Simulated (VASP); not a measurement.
Wanted: the native input for a VASP 6.6.1 run.

```
Task                   : single point
Functional             : r2SCAN
Potentials or basis    : VASP PAW PBE potentials, release 64 (H, Te)
Cutoff                 : 520 eV
k mesh                 : 3 × 3 × 3, shifted
Occupations            : fermi-dirac, width 0.0893 eV
Spin                   : no spin polarisation
Dipole correction      : no
Further INCAR settings : ALGO = Normal; EDIFF = 1e-07; NBANDS = 29
```

Crystal: Te3H.

```
H Te
1.0
     3.23171    5.60119    0.00267
    -3.24355    5.60803   -0.00857
     0.01029   -0.00312    5.93610
H Te
2 6
Cartesian
  3.1047 5.5088 5.8197
  0.0835 0.1466 3.0918
  -1.2071 5.5613 1.4764
  -2.0983 7.4988 4.5378
  -1.0172 1.8068 1.4426
  1.2108 5.5162 4.4104
  -0.9488 9.3875 1.5137
  1.0415 9.3959 4.3743
```

These files were run (other wordings do the same):

POSCAR

```
Te3H
1.0
    3.2317081100      5.6011938500      0.0026696900
   -3.2435457400      5.6080281600     -0.0085671800
    0.0102911300     -0.0031187600      5.9360991800
H Te
2 6
Direct
    0.9708300000      0.0132050000      0.9799760000
    0.0253180000      0.0011480000      0.5208330000
    0.3101780000      0.6820010000      0.2495590000
    0.3449600000      0.9930430000      0.7657190000
    0.0039730000      0.3183500000      0.2434740000
    0.6791370000      0.3057320000      0.7431070000
    0.6920690000      0.9828650000      0.2561120000
    0.9997330000      0.6773240000      0.7374330000
```

INCAR.step1

```
PREC = Accurate
ENCUT = 520
ISMEAR = -1
SIGMA = 0.0893
LREAL = F
LASPH = T
NELM = 100
NBANDS = 29
GGA = PE
ALGO = Normal
EDIFF = 1E-4
LWAVE = T
LCHARG = F
```

INCAR.step2

```
PREC = Accurate
ENCUT = 520
EDIFF = 1E-7
ISMEAR = -1
SIGMA = 0.0893
LREAL = F
LASPH = T
NELM = 100
ALGO = Normal
ISIF = 2
LWAVE = F
LCHARG = T
METAGGA = R2SCAN
LMIXTAU = T
LELF = T
LVHAR = T
NBANDS = 29
ISTART = 1
```

KPOINTS

```
Automatic mesh
0
Gamma
  3 3 3
  0.5 0.5 0
```

Potentials or basis: VASP PAW PBE potentials, release 64 (H, Te).

Run with:

```sh
$ cat potpaw_PBE.64/H/POTCAR potpaw_PBE.64/Te/POTCAR > POTCAR
$ cp INCAR.step1 INCAR
$ mpirun -np 1 vasp_std > vasp.out
$ cp INCAR.step2 INCAR
$ mpirun -np 1 vasp_std > vasp.out
```

Results of the run:

| Property | Result |
| --- | --- |
| Pressure | -6.6 GPa |
| Largest force | 0.699 eV/Å |
| Band gap on the k mesh | zero (bands 19 and 20 overlap by 0.58 eV) |

Caveat: the k points lie up to 0.37 Å⁻¹ apart, too coarse for converged energies and pressures of a metal; the PAW data sets were made with another functional, which shifts forces and pressure a little; spin-orbit coupling is left out, which moves the levels of the heavy elements.

Wall time 2.6 min on 1 thread of Intel(R) Xeon(R) 6975P-C (Granite Rapids), on a shared host, peak memory 0.38 GiB.
